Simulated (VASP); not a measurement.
# Pb (C2/c) in VASP: a series of runs, part 2 of 2

VASP 6.6.1. Earlier steps stand in the parts before.

**3. Single point, PBEsol (volume scaled by 0.96)**

Input file INCAR:

```
PREC = Accurate
ENCUT = 520
EDIFF = 1E-6
ISMEAR = -1
SIGMA = 0.1
LREAL = False
LASPH = True
NELM = 100
ALGO = Normal
ISIF = 2
LWAVE = False
LCHARG = False
GGA = PS
NBANDS = 21
```

Input file KPOINTS:

```
regular mesh
0
Gamma
  12 12 8
```

Input file POSCAR:

```
Pb
1.0
   -3.0220669867      2.9724899591      1.6287783408
    2.9724899591     -3.0220669867      1.6287783408
    3.0939389153      3.0939389153     -1.7195787576
Pb
2
Direct
    0.9976815058      0.0023184942      0.0000000000
    0.7523184942      0.2476815058      0.5000000000
```

Potentials or basis: VASP PAW PBE potentials, release 64 (Pb_d).

Run with:

```bash
cat potpaw_PBE.64/Pb_d/POTCAR > POTCAR
mpirun -np 1 vasp_std > vasp.out
```

Run time: 8.1 min. Hardware: 1 thread of Oxide Virtual Turin-like, shared host; peak memory 0.4 GiB.

Results (log left out):

* Free energy: -7.7190 eV
* Pressure: 2.0 GPa
* Band gap on the k mesh: zero (band 14 reaches 8.45 eV, above the bottom of band 15 at 4.81 eV)

Stress tensor (GPa, compression positive):
```
 2.00 -0.15  0.13
-0.15  2.00  0.13
 0.13  0.13  1.92
```

Levels at points of the mesh, in eV from the Fermi level:
| k point | band 12 | band 13 | band 14 | band 15 | band 16 | band 17 |
| --- | --- | --- | --- | --- | --- | --- |
| (0.00, 0.00, 0.00) | -5.77 | -1.92 | -1.60 | 3.68 | 5.93 | 6.01 |
| (0.50, 0.00, 0.00) | -6.32 | -2.97 | -1.64 | -0.76 | 2.43 | 2.82 |
| (0.50, 0.50, 0.00) | -9.67 | 0.72 | 0.84 | 0.92 | 0.98 | 5.60 |
| (0.00, 0.00, 0.50) | -9.82 | 0.99 | 0.99 | 1.23 | 1.23 | 6.11 |
| (0.50, 0.00, 0.50) | -6.40 | -2.79 | -1.47 | -0.66 | 2.94 | 3.07 |
| (0.50, 0.50, 0.50) | -8.77 | -4.40 | -4.40 | 5.40 | 5.40 | 8.95 |

Caveat: the cell differs from its parent crystal (volume scaled by 0.96); the PAW data sets were made with another functional, which shifts forces and pressure a little; spin-orbit coupling is left out, which moves the levels of the heavy elements.

**4. Single point, PBEsol**

This run uses another cell than the first one, of 31.20 Å³/atom, 1.087 times its volume.

Input file INCAR:

```
ALGO     = Normal         # electronic algorithm
EDIFF    = 1E-6           # SCF threshold, eV
ENCUT    = 520            # plane-wave cutoff, eV
GGA      = PS             # functional
ISIF     = 2              # what is computed and relaxed
ISMEAR   = -1             # smearing method
ISYM     = 0            
LASPH    = True           # aspherical terms in the spheres
LCHARG   = False          # write CHGCAR
LREAL    = False          # projectors in reciprocal space
LWAVE    = False          # write WAVECAR
NBANDS   = 21             # bands
NELM     = 80             # most SCF steps
PREC     = Accurate       # precision mode
SIGMA    = 0.1            # smearing width, eV
```

Input file KPOINTS:

```
k-points
0
Gamma
  11 11 7
```

Input file POSCAR:

```
Pb
1.0
   -3.0634703096      3.0132140602      1.6510931458
    3.0132140602     -3.0634703096      1.6510931458
    3.1363269075      3.1363269075     -1.7431375585
Pb
2
Direct
    0.9976815058      0.0023184942      0.0000000000
    0.7523184942      0.2476815058      0.5000000000
```

Potentials or basis: VASP PAW PBE potentials, release 64 (Pb_d).

Run with:

```bash
cat potpaw_PBE.64/Pb_d/POTCAR > POTCAR
mpirun -np 1 vasp_std > vasp.out
```

OUTCAR:

```text
EDIFF = 1E-6
   ENCUT = 520
   GGA = PS
   ISIF = 2
   ISMEAR = -1
   ISYM = 0
   LASPH = True
   LREAL = False
   NELM = 80
   PREC = Accurate

 ion  position               nearest neighbor table
   1  0.998  0.002  0.000-   2 3.18   2 3.18   2 3.19   2 3.19   2 3.87   2 3.87   2 4.03   2 4.03

   2  0.752  0.248  0.500-   1 3.18   1 3.18   1 3.19   1 3.19   1 3.87   1 3.87   1 4.03   1 4.03

IMPORTANT INFORMATION: All symmetrisations will be switched off!
NOSYMM: (Re-)initialisation of all symmetry stuff for point group C_1.

[... 728 lines left out ...]
  FORCE on cell =-STRESS in cart. coord.  units (eV):
  Direction    XX          YY          ZZ          XY          YZ          ZX
  --------------------------------------------------------------------------------------
  -------------------------------------------------------------------------------------
  Total       -0.0314202     -0.0314279     -0.0288827      0.0024631     -0.0016456     -0.0016497
  in kB       -0.8067134     -0.8069116     -0.7415618      0.0632399     -0.0422514     -0.0423564
  external PRESSURE =      -0.7850622 kB  Pullay stress =       0.0000000 kB

 VOLUME and BASIS-vectors are now :
 -----------------------------------------------------------------------------
  energy-cutoff  :      520.00
  volume of cell :       62.40
      direct lattice vectors                 reciprocal lattice vectors
    -3.063470310  3.013214060  1.651093146     0.002590968  0.167154394  0.305413043
     3.013214060 -3.063470310  1.651093146     0.167154394  0.002590968  0.305413043
     3.136326907  3.136326907 -1.743137558     0.160782150  0.160782150  0.004893914

 POSITION                                       TOTAL-FORCE (eV/Angst)
 -----------------------------------------------------------------------------------
     -3.04938      2.99913      1.65109        -0.000197      0.000189     -0.000003
      0.00978      3.07630      0.77952         0.000197     -0.000189      0.000003
 -----------------------------------------------------------------------------------
    total drift:                               -0.000001     -0.000001      0.000003

  FREE ENERGIE OF THE ION-ELECTRON SYSTEM (eV)
  ---------------------------------------------------
  free  energy   TOTEN  =        -7.7460909051 eV

  energy  without entropy=       -7.7090192213  energy(sigma->0) =       -7.72755506
```

OSZICAR:

```text
N       E                     dE             d eps       ncg     rms          rms(c)
DAV:   1     0.293307549556E+03    0.29331E+03   -0.13891E+04 17816   0.159E+03
DAV:   2     0.132075297778E+02   -0.28010E+03   -0.27394E+03 17983   0.408E+02
DAV:   3    -0.708092489734E+01   -0.20288E+02   -0.20108E+02 21548   0.137E+02
DAV:   4    -0.774398399274E+01   -0.66306E+00   -0.66263E+00 21236   0.278E+01
DAV:   5    -0.778088085105E+01   -0.36897E-01   -0.36896E-01 25995   0.582E+00    0.105E+00
DAV:   6    -0.775307865823E+01    0.27802E-01   -0.51184E-02 24782   0.324E+00    0.530E-01
DAV:   7    -0.774644092159E+01    0.66377E-02   -0.19565E-02 24690   0.192E+00    0.159E-01
DAV:   8    -0.774609445267E+01    0.34647E-03   -0.12417E-03 24386   0.491E-01    0.139E-02
DAV:   9    -0.774609238107E+01    0.20716E-05   -0.31890E-05 23321   0.795E-02    0.760E-03
DAV:  10    -0.774609074411E+01    0.16370E-05   -0.23716E-06 17076   0.163E-02    0.891E-04
DAV:  11    -0.774609090508E+01   -0.16097E-06   -0.36064E-07 11854   0.102E-02
   1 F= -.77460909E+01 E0= -.77275551E+01  d E =-.370717E-01
```

Wall time 16 min (1 thread of Oxide Virtual Turin-like, shared host); peak memory 0.5 GiB.

What came out:

```
Free energy            : -7.7461 eV
Pressure               : -0.1 GPa
Band gap on the k mesh : zero (band 14 reaches 7.75 eV, above the bottom of band 15 at 4.58 eV)
```

Caveat: the PAW data sets were made with another functional, which shifts forces and pressure a little; spin-orbit coupling is left out, which moves the levels of the heavy elements.

**5. The runs side by side**

| cell | k mesh | gap on the mesh (eV) | pressure (GPa) |
| --- | --- | --- | --- |
| a = 4.477, b = 4.477, c = 4.635 Å, angles 98.0, 98.0, 138.0°, 2 atoms | 12 × 12 × 8 | none | 4.5 |
| a = 4.541, b = 4.541, c = 4.701 Å, angles 98.0, 98.0, 138.0°, 2 atoms | 12 × 12 × 8 | none | 2.0 |
| a = 4.603, b = 4.603, c = 4.766 Å, angles 98.0, 98.0, 138.0°, 2 atoms | 11 × 11 × 7 | none | -0.1 |

Alike in all rows: task single point; level PBEsol; potentials or basis VASP PAW PBE potentials, release 64 (Pb_d); no spin polarisation; cutoff (eV) 520; smearing fermi-dirac 0.1 eV.

Caveats: the PAW data sets were made with another functional, which shifts forces and pressure a little; spin-orbit coupling is left out, which moves the levels of the heavy elements.

Total energies depend on the potentials used, so only differences within one code and one set of settings carry meaning.
